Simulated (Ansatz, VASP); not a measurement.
## One calculation of GaP, two programs

```
Ga P
1.0
     0.00000    2.75500    2.75500
     2.75500    0.00000    2.75500
     2.75500    2.75500    0.00000
Ga P
1 1
Direct
  0.00000 0.00000 0.00000
  0.25000 0.25000 0.25000
```

Alike in both runs: task single point; functional r2SCAN; k mesh 6 × 6 × 6; occupations fermi-dirac, width 0.02 eV; no spin polarisation.

|  | VASP | Ansatz |
| --- | --- | --- |
| version | VASP 6.6.1 | Ansatz 0.2.0 development build |
| potentials or method | VASP PAW PBE potentials, release 64 (Ga_d, P) | plane waves, PAW datasets (generated hard set |
| plane-wave cutoff (eV) | 520 | 700 |
| valence electrons in the cell | 18 | 26 |

```tsv
	VASP	Ansatz	Ansatz less VASP
gap on the k mesh at the Fermi level (eV)	1.93	1.93	+0.004
```

VASP's potentials were made for PBE, not for r2SCAN. VASP's potentials hold 18 valence electrons a cell and Ansatz's 26, so a difference there can come from the potentials and not from the codes.
